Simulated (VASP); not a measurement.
# AlN (P6_3/mmc) in VASP: notebook

AlN is run at these levels: PBE; tasks: single point.

Everything below comes from runs of VASP 6.6.1. Logs are shortened: lines on timing, memory, paths and dates and some standing lists are left out, and cuts for length are marked.

## 1. The cell of the first run

Symmetry: P6_3/mmc, No. 194, hexagonal system. The conventional cell has a = 3.396 Å, b = 3.396 Å, c = 4.313 Å, α = 90.00°, β = 90.00°, γ = 120.00°. Al (site symmetry -6m2) has 5 N at 1.96 to 2.16 Å within 2.6 Å. N (site symmetry -6m2) has 5 Al at 1.96 to 2.16 Å within 2.6 Å.

## 2. Single point, PBE

File INCAR:

```
SYSTEM = AlN
PREC     = Accurate       ! precision mode
ENCUT    = 520            ! plane-wave cutoff, eV
EDIFF    = 1E-7           ! SCF threshold, eV
ISMEAR   = 0              ! smearing method
SIGMA    = 0.05           ! smearing width, eV
LREAL    = .False.        ! projectors in reciprocal space
LASPH    = .True.         ! aspherical terms in the spheres
NELM     = 80             ! most SCF steps
ALGO     = Normal         ! electronic algorithm
ISIF     = 2              ! what is computed and relaxed
LWAVE    = .False.        ! write WAVECAR
LCHARG   = .False.        ! write CHGCAR
GGA      = PE             ! functional
NBANDS   = 16             ! bands
```

File KPOINTS:

```
regular mesh
0
Gamma
  9 9 6
  0 0 0
```

File POSCAR:

```
AlN
1.0
    3.3963000000      0.0000000000      0.0000000000
   -1.6981500000      2.9412820789      0.0000000000
    0.0000000000      0.0000000000      4.3132000000
Al N
2 2
Direct
    0.3333333333      0.6666666667      0.7500000000
    0.6666666667      0.3333333333      0.2500000000
    0.3333333333      0.6666666667      0.2500000000
    0.6666666667      0.3333333333      0.7500000000
```

Potentials or basis: VASP PAW PBE potentials, release 64 (Al, N).

The run is started by

```bash
$ cat potpaw_PBE.64/Al/POTCAR potpaw_PBE.64/N/POTCAR > POTCAR
$ mpirun -np 1 vasp_std > vasp.out
```

OUTCAR:

```text
SYSTEM = AlN
   PREC = Accurate
   ENCUT = 520
   EDIFF = 1E-7
   ISMEAR = 0
   LREAL = .False.
   LASPH = .True.
   NELM = 80
   ISIF = 2
   GGA = PE

 ion  position               nearest neighbor table
   1  0.333  0.667  0.750-   4 1.96   4 1.96   4 1.96   3 2.16   3 2.16   2 2.91   2 2.91   2 2.91
                             2 2.91   2 2.91   2 2.91
   2  0.667  0.333  0.250-   3 1.96   3 1.96   3 1.96   4 2.16   4 2.16   1 2.91   1 2.91   1 2.91
                             1 2.91   1 2.91   1 2.91
   3  0.333  0.667  0.250-   2 1.96   2 1.96   2 1.96   1 2.16   1 2.16
   4  0.667  0.333  0.750-   1 1.96   1 1.96   1 1.96   2 2.16   2 2.16

  LATTYP: Found a hexagonal cell.
 ALAT       =     3.3963000000
 C/A-ratio  =     1.2699702618

  Lattice vectors:

 A1 = (   3.3963000000,   0.0000000000,   0.0000000000)
 A2 = (  -1.6981500000,   2.9412820789,   0.0000000000)
 A3 = (   0.0000000000,   0.0000000000,   4.3132000000)

Analysis of symmetry for initial positions (statically):
=====================================================================
 Subroutine PRICEL returns:
 Original cell was already a primitive cell.

 Routine SETGRP: Setting up the symmetry group for a
 hexagonal supercell.

 Subroutine GETGRP returns: Found 24 space group operations
 (whereof 12 operations were pure point group operations)
 out of a pool of 24 trial point group operations.

The static configuration has the point symmetry D_3d.
 The point group associated with its full space group is D_6h.

Analysis of symmetry for dynamics (positions and initial velocities):
=====================================================================
 Subroutine PRICEL returns:
 Original cell was already a primitive cell.

 Routine SETGRP: Setting up the symmetry group for a
 hexagonal supercell.

 Subroutine GETGRP returns: Found 24 space group operations
 (whereof 12 operations were pure point group operations)
 out of a pool of 24 trial point group operations.

The dynamic configuration has the point symmetry D_3d.
 The point group associated with its full space group is D_6h.

 Subroutine INISYM returns: Found 24 space group operations
 (whereof 12 operations are pure point group operations),
 and found     1 'primitive' translations

----------------------------------------------------------------------------------------

                                     Primitive cell

  volume of cell :      43.0866

  direct lattice vectors                    reciprocal lattice vectors
     3.396300000  0.000000000  0.000000000     0.294438065  0.169993896  0.000000000
    -1.698150000  2.941282079  0.000000000     0.000000000  0.339987792  0.000000000
     0.000000000  0.000000000  4.313200000     0.000000000  0.000000000  0.231846425

  length of vectors
     3.396300000  3.396300000  4.313200000     0.339987792  0.339987792  0.231846425

  position of ions in fractional coordinates (direct lattice)
     0.333333333  0.666666667  0.750000000
     0.666666667  0.333333333  0.250000000
     0.333333333  0.666666667  0.250000000
     0.666666667  0.333333333  0.750000000

  ion indices of the primitive-cell ions
   primitive index   ion index
                 1           1
                 2           2
                 3           3
                 4           4

----------------------------------------------------------------------------------------

 KPOINTS: regular mesh

Automatic generation of k-mesh.
 Grid dimensions read from file:
 generate k-points for:    9    9    6

 Generating k-lattice:

  Cartesian coordinates                     Fractional coordinates (reciprocal lattice)
     0.032715341  0.018888211  0.000000000     0.111111111  0.000000000  0.000000000
     0.000000000  0.037776421  0.000000000     0.000000000  0.111111111  0.000000000
     0.000000000  0.000000000  0.038641071     0.000000000  0.000000000  0.166666667

  Length of vectors
     0.037776421  0.037776421  0.038641071

  Shift w.r.t. Gamma in fractional coordinates (k-lattice)
     0.000000000  0.000000000  0.000000000

 Subroutine IBZKPT returns following result:
 ===========================================

 Found     48 irreducible k-points:

 Following reciprocal coordinates:
            Coordinates               Weight
  0.000000  0.000000  0.000000      1.000000
  0.111111  0.000000  0.000000      6.000000
  0.222222 -0.000000  0.000000      6.000000
  0.333333 -0.000000  0.000000      6.000000
  0.444444 -0.000000  0.000000      6.000000
  0.111111  0.111111  0.000000      6.000000
[... 16 lines left out ...]
  0.333333  0.222222  0.166667     24.000000
  0.333333  0.333333  0.166667      4.000000
 [... further k-points ...]
   k-points           NKPTS =     48   k-points in BZ     NKDIM =     48   number of bands    NBANDS=     16
   number of dos      NEDOS =    301   number of ions     NIONS =      4
   total plane-waves  NPLWV =  25088
   dimension x,y,z NGX =    28 NGY =   28 NGZ =   32
   dimension x,y,z NGXF=    56 NGYF=   56 NGZF=   64
   ions per type =               2   2
   NGX,Y,Z   is equivalent  to a cutoff of  13.71, 13.71, 12.33 a.u.
   NGXF,Y,Z  is equivalent  to a cutoff of  27.41, 27.41, 24.67 a.u.
 SYSTEM =  AlN
   PREC   = accura    normal or accurate (medium, high low for compatibility)
   ISTART =      0    job   : 0-new  1-cont  2-samecut
   ICHARG =      2    charge: 1-file 2-atom 10-const
   ISPIN  =      1    spin polarized calculation?
   LNONCOLLINEAR =      F non collinear calculations
   LSORBIT =      F    spin-orbit coupling
   LASPH  =      T    aspherical Exc in radial PAW
   ENCUT  =  520.0 eV  38.22 Ry    6.18 a.u.   6.31  6.31  8.02*2*pi/ulx,y,z
   NELM   =     80;   NELMIN=  2; NELMDL= -5     # of ELM steps
   EDIFF  = 0.1E-06   stopping-criterion for ELM
   LREAL  =      F    real-space projection
   EDIFFG = 0.1E-05   stopping-criterion for IOM
   NSW    =      0    number of steps for IOM
   IBRION =     -1    ionic relax: 0-MD 1-quasi-New 2-CG
   NFREE  =      0    steps in history (QN), initial steepest desc. (CG)
   ISIF   =      2    stress and relaxation
   ISYM   =      2    0-nonsym 1-usesym 2-fastsym
   POTIM  = 0.5000    time-step for ionic-motion
   TEBEG  =    0.0;   TEEND  =   0.0 temperature during run
   PSTRESS=    0.0 pullay stress
   NELECT =      16.0000    total number of electrons
   NUPDOWN=      -1.0000    fix difference up-down
   EMIN   =  10.00;   EMAX   =-10.00  energy-range for DOS
   EFERMI =   0.00;   METHOD = LEGACY
   ISMEAR =     0;   SIGMA  =   0.05  broadening in eV -4-tet -1-fermi 0-gaus
   EFERMI_NEDOS =   21; number of points for ismear=-14 and -15
   IALGO  =     38    algorithm
   IMIX   =      4    mixing-type and parameters
     AMIX     =   0.40;   BMIX     =  1.00
     AMIX_MAG =   1.60;   BMIX_MAG =  1.00
  volume/ion in A,a.u.               =      10.77        72.69
  Fermi-wavevector in a.u.,A,eV,Ry     =   1.176704  2.223649 18.839080  1.384633
  Thomas-Fermi vector in A             =   2.313064
   LORBIT       =      0    0 simple, 1 ext, 2 COOP (PROOUT), +10 PAW based schemes
   GGA     = PE    functional components
   LHFCALC =     F    Hartree Fock is set to
   AEXX    =    0.0000 exact exchange contribution
   IVDW    =     0    specifies the selected vdW correction
   LEPSILON=     F    determine dielectric tensor
   LRPA    =     F    only Hartree local field effects (RPA)
 non-spin polarized calculation
 Gauss-broadening in eV      SIGMA  =   0.05
  energy-cutoff  :      520.00
  volume of cell :       43.09
 maximum number of plane-waves:      1193
 NGX is ok and might be reduce to    28
   NGX = 13   NGY = 13   NGZ = 17

 number of electron      15.9999999 magnetization

 Free energy of the ion-electron system (eV)
  ---------------------------------------------------
  ext. energy  EPLUGINS =         0.00000000
  ---------------------------------------------------
  free energy    TOTEN  =       -29.16727686 eV

  energy without entropy =      -29.16727686  energy(sigma->0) =      -29.16727686

 E-fermi :   7.3477     XC(G=0): -10.8141

 val. band max:        7.0979987033   @ k =   0.0000   0.0000   0.0000
 cond. band min:       9.7498556248   @ k =   0.0000   0.0000   0.0000
 fundamental gap:      2.6518569215
 Fermi energy:         7.3477328944

 k-point     1 :       0.0000    0.0000    0.0000
  band No.  band energies     occupation
      1      -9.0968      2.00000
      2      -5.8789      2.00000
      3       0.6912      2.00000
      4       4.0487      2.00000
      5       4.0487      2.00000
      6       5.6072      2.00000
[... 8 lines left out ...]
     15      18.2057      0.00000
     16      18.7731      0.00000

 k-point     2 :       0.1111    0.0000    0.0000
  band No.  band energies     occupation
      1      -8.9684      2.00000
      2      -5.8736      2.00000
      3       0.8347      2.00000
      4       3.5554      2.00000
      5       3.8638      2.00000
      6       5.0885      2.00000
[... 8 lines left out ...]
     15      17.9923      0.00000
     16      18.2217      0.00000

 k-point     3 :       0.2222   -0.0000    0.0000
  band No.  band energies     occupation
      1      -8.6018      2.00000
      2      -5.8970      2.00000
      3       1.2522      2.00000
      4       2.5057      2.00000
      5       3.4822      2.00000
      6       4.1719      2.00000
[... 8 lines left out ...]
     15      17.3064      0.00000
     16      18.8084      0.00000
[... 362 lines left out ...]
 k-point    23 :       0.3333    0.2222    0.1667
  band No.  band energies     occupation
      1      -7.1710      2.00000
      2      -6.4695      2.00000
      3       0.9628      2.00000
      4       1.6425      2.00000
      5       2.2868      2.00000
      6       4.0527      2.00000
[... 8 lines left out ...]
     15      18.0794      0.00000
     16      19.4899      0.00000

 k-point    24 :       0.3333    0.3333    0.1667
  band No.  band energies     occupation
      1      -6.7733      2.00000
      2      -6.7733      2.00000
      3       1.0456      2.00000
      4       1.7744      2.00000
      5       1.7744      2.00000
      6       4.2485      2.00000
[... 8 lines left out ...]
     15      17.9141      0.00000
     16      19.2304      0.00000

 [... further k-points ...]

------------------------ aborting loop because EDIFF is reached ----------------------------------------

  FORCE on cell =-STRESS in cart. coord.  units (eV):
  Direction    XX          YY          ZZ          XY          YZ          ZX
  --------------------------------------------------------------------------------------
  -------------------------------------------------------------------------------------
  Total       -3.9889325     -3.9889325     -3.3249664      0.0000000      0.0000000     -0.0000000
  in kB     -148.3286185   -148.3286185   -123.6390115      0.0000000      0.0000000     -0.0000000
  external PRESSURE =    -140.0987495 kB  Pullay stress =       0.0000000 kB

 VOLUME and BASIS-vectors are now :
 -----------------------------------------------------------------------------
  energy-cutoff  :      520.00
  volume of cell :       43.09
      direct lattice vectors                 reciprocal lattice vectors
     3.396300000  0.000000000  0.000000000     0.294438065  0.169993896  0.000000000
    -1.698150000  2.941282079  0.000000000     0.000000000  0.339987792  0.000000000
     0.000000000  0.000000000  4.313200000     0.000000000  0.000000000  0.231846425

 POSITION                                       TOTAL-FORCE (eV/Angst)
 -----------------------------------------------------------------------------------
     -0.00000      1.96085      3.23490         0.000000     -0.000000      0.000000
      1.69815      0.98043      1.07830         0.000000      0.000000      0.000000
     -0.00000      1.96085      1.07830        -0.000000      0.000000      0.000000
      1.69815      0.98043      3.23490        -0.000000     -0.000000      0.000000
 -----------------------------------------------------------------------------------
    total drift:                               -0.000000     -0.000000     -0.000000

  FREE ENERGIE OF THE ION-ELECTRON SYSTEM (eV)
  ---------------------------------------------------
  free  energy   TOTEN  =       -29.1672768633 eV

  energy  without entropy=      -29.1672768633  energy(sigma->0) =      -29.16727686
```

Wall time 24 s (1 thread of Intel Xeon Platinum 8488C (Sapphire Rapids), shared host); peak memory 0.17 GiB.

Results:

```yaml
Free_energy: -29.1673 eV
Pressure: -14.0 GPa
Band_gap_on_the_k_mesh: 2.65 eV, direct
```

Levels at points of the mesh, in eV from the valence-band top:
```tsv
k point	band 5	band 6	band 7	band 8	band 9	band 10	band 11	band 12
(0.00, 0.00, 0.00)	-3.05	-1.49	-1.49	0.00	2.65	3.77	7.83	7.83
(0.00, 0.00, 0.50)	-2.30	-2.30	-2.30	-2.30	5.13	5.13	8.06	8.06
```

## 3. Single point, PBE

This run uses another cell than the first one, of 10.82 Å³/atom, 1.004 times its volume.

File INCAR:

```
PREC     = Accurate       # precision mode
ENCUT    = 520            # plane-wave cutoff, eV
EDIFF    = 1E-7           # SCF threshold, eV
ISMEAR   = 0              # smearing method
SIGMA    = 0.05           # smearing width, eV
LREAL    = F              # projectors in reciprocal space
LASPH    = T              # aspherical terms in the spheres
NELM     = 100            # most SCF steps
ALGO     = Normal         # electronic algorithm
ISIF     = 2              # what is computed and relaxed
LWAVE    = F              # write WAVECAR
LCHARG   = F              # write CHGCAR
GGA      = PE             # functional
NBANDS   = 16             # bands
```

File KPOINTS:

```
Automatic mesh
0
Gamma
  9 9 6
```

File POSCAR:

```
AlN
1.0
    3.3549000000      0.0000000000      0.0000000000
   -1.6774500000      2.9054286271      0.0000000000
    0.0000000000      0.0000000000      4.4388000000
Al N
2 2
Direct
    0.3333333333      0.6666666667      0.7500000000
    0.6666666667      0.3333333333      0.2500000000
    0.3333333333      0.6666666667      0.2500000000
    0.6666666667      0.3333333333      0.7500000000
```

Potentials or basis: VASP PAW PBE potentials, release 64 (Al, N).

The run is started by

```bash
$ cat potpaw_PBE.64/Al/POTCAR potpaw_PBE.64/N/POTCAR > POTCAR
$ mpirun -np 1 vasp_std > vasp.out
```

Run time: 26 s. Hardware: 1 thread of Intel Xeon Platinum 8488C (Sapphire Rapids), shared host; peak memory 0.18 GiB.

Results (log left out):

- Free energy: -29.1571 eV
- Pressure: -13.2 GPa
- Band gap on the k mesh: 2.50 eV, direct

Stress tensor (GPa, compression positive):
```
-12.83   0.00   0.00
  0.00 -12.83   0.00
  0.00   0.00 -13.85
```

Levels at points of the mesh, in eV from the valence-band top:
| k point | band 4 | band 5 | band 6 | band 7 | band 8 | band 9 | band 10 | band 11 | band 12 | band 13 |
| --- | --- | --- | --- | --- | --- | --- | --- | --- | --- | --- |
| (0.00, 0.00, 0.00) | -3.07 | -3.07 | -1.71 | -1.71 | 0.00 | 2.50 | 3.80 | 7.92 | 7.92 | 10.42 |
| (0.00, 0.00, 0.50) | -3.71 | -2.42 | -2.42 | -2.42 | -2.42 | 4.98 | 4.98 | 8.19 | 8.19 | 8.19 |

A hybrid or GW would open this gap; PBE tends to underestimate it.

## 4. Single point, PBE

This run uses another cell than the first one, of 11.09 Å³/atom, 1.029 times its volume.

File INCAR:

```
SYSTEM = AlN
ALGO     = Normal         ! electronic algorithm
EDIFF    = 1E-6           ! SCF threshold, eV
ENCUT    = 520            ! plane-wave cutoff, eV
GGA      = PE             ! functional
ISIF     = 2              ! what is computed and relaxed
ISMEAR   = 0              ! smearing method
LASPH    = .True.         ! aspherical terms in the spheres
LCHARG   = .True.         ! write CHGCAR
LELF     = .True.         ! ELF
LREAL    = .False.        ! projectors in reciprocal space
LVHAR    = .True.       
LWAVE    = .False.        ! write WAVECAR
NBANDS   = 16             ! bands
NELM     = 100            ! most SCF steps
PREC     = Accurate       ! precision mode
SIGMA    = 0.05           ! smearing width, eV
```

File KPOINTS:

```
k-points
0
Gamma
  9 9 6
  0 0 0
```

POSCAR, as its differences from that of step 3:

```diff
@@ -2,4 +2,4 @@
 1.0
-    3.3549000000      0.0000000000      0.0000000000
-   -1.6774500000      2.9054286271      0.0000000000
+    3.3963000000      0.0000000000      0.0000000000
+   -1.6981500000      2.9412820789      0.0000000000
     0.0000000000      0.0000000000      4.4388000000
```

The run is started by

```bash
$ cat potpaw_PBE.64/Al/POTCAR potpaw_PBE.64/N/POTCAR > POTCAR
$ mpirun -np 1 vasp_std > vasp.out
```

Wall time 26 s (1 thread of Intel Xeon Platinum 8488C (Sapphire Rapids), shared host); peak memory 0.18 GiB.

Results (log left out):

```yaml
Free_energy: -29.0549 eV
Pressure: -17.1 GPa
Band_gap_on_the_k_mesh: 2.34 eV, direct
```

Stress tensor (GPa, compression positive):
```
-17.63   0.00   0.00
  0.00 -17.63   0.00
  0.00   0.00 -16.17
```

Levels at points of the mesh, in eV from the valence-band top:
| k point | band 4 | band 5 | band 6 | band 7 | band 8 | band 9 | band 10 | band 11 | band 12 | band 13 |
| --- | --- | --- | --- | --- | --- | --- | --- | --- | --- | --- |
| (0.00, 0.00, 0.00) | -3.00 | -3.00 | -1.61 | -1.61 | 0.00 | 2.34 | 3.57 | 7.75 | 7.75 | 10.25 |
| (0.00, 0.00, 0.50) | -3.64 | -2.33 | -2.33 | -2.33 | -2.33 | 4.85 | 4.85 | 8.02 | 8.02 | 8.02 |

Expect the measured gap to be larger: semilocal functionals such as PBE lack the derivative discontinuity.

## 5. Single point, PBE

This run uses another cell than the first one, of 11.15 Å³/atom, 1.035 times its volume.

File INCAR:

```
SYSTEM = AlN
PREC = Accurate
ENCUT = 520
EDIFF = 1E-6
ISMEAR = 0
SIGMA = 0.05
LREAL = .False.
LASPH = .True.
NELM = 80
ALGO = Normal
ISIF = 2
LWAVE = .False.
LCHARG = .False.
GGA = PE
NBANDS = 16
```

File KPOINTS:

```
Automatic mesh
0
Gamma
  9 9 6
  0 0 0
```

File POSCAR:

```
AlN
1.0
    3.3134793403      0.0000000000      0.0000000000
   -1.6567396702      2.8695572836      0.0000000000
    0.0000000000      0.0000000000      4.6901000000
Al N
2 2
Direct
    0.3333333333      0.6666666667      0.7500000000
    0.6666666667      0.3333333333      0.2500000000
    0.3333333333      0.6666666667      0.2500000000
    0.6666666667      0.3333333333      0.7500000000
```

The run is started by

```bash
$ cat potpaw_PBE.64/Al/POTCAR potpaw_PBE.64/N/POTCAR > POTCAR
$ mpirun -np 1 vasp_std > vasp.out
```

Wall time 26 s (1 thread of Intel Xeon Platinum 8488C (Sapphire Rapids), shared host); peak memory 0.18 GiB.

The run converged. Its results:

| Property | Result |
| --- | --- |
| Free energy | -29.0151 eV |
| Pressure | -13.5 GPa |
| Band gap on the k mesh | 2.14 eV, direct |

Stress tensor (GPa, compression positive):
```
-12.31   0.00   0.00
  0.00 -12.31   0.00
  0.00   0.00 -15.91
```

Levels at points of the mesh, in eV from the valence-band top:
| k point | band 5 | band 6 | band 7 | band 8 | band 9 | band 10 | band 11 | band 12 |
| --- | --- | --- | --- | --- | --- | --- | --- | --- |
| (0.00, 0.00, 0.00) | -2.96 | -1.91 | -1.91 | 0.00 | 2.14 | 3.86 | 8.11 | 8.11 |
| (0.00, 0.00, 0.50) | -2.46 | -2.46 | -2.46 | -2.46 | 4.69 | 4.69 | 8.43 | 8.43 |

A hybrid or GW would open this gap; PBE tends to underestimate it.

## 6. Overview

| cell | gap on the mesh (eV) | pressure (GPa) |
| --- | --- | --- |
| a = 3.396, b = 3.396, c = 4.313 Å, angles 90.0, 90.0, 120.0°, 4 atoms | 2.65 | -14.0 |
| a = 3.355, b = 3.355, c = 4.439 Å, angles 90.0, 90.0, 120.0°, 4 atoms | 2.50 | -13.2 |
| a = 3.396, b = 3.396, c = 4.439 Å, angles 90.0, 90.0, 120.0°, 4 atoms | 2.34 | -17.1 |
| a = 3.313, b = 3.313, c = 4.690 Å, angles 90.0, 90.0, 120.0°, 4 atoms | 2.14 | -13.5 |

Alike in all rows: task single point; level PBE; potentials or basis VASP PAW PBE potentials, release 64 (Al, N); no spin polarisation; k mesh 9 × 9 × 6; cutoff (eV) 520; smearing gaussian 0.05 eV.

Absolute energies hang on the potentials; compare differences alone.
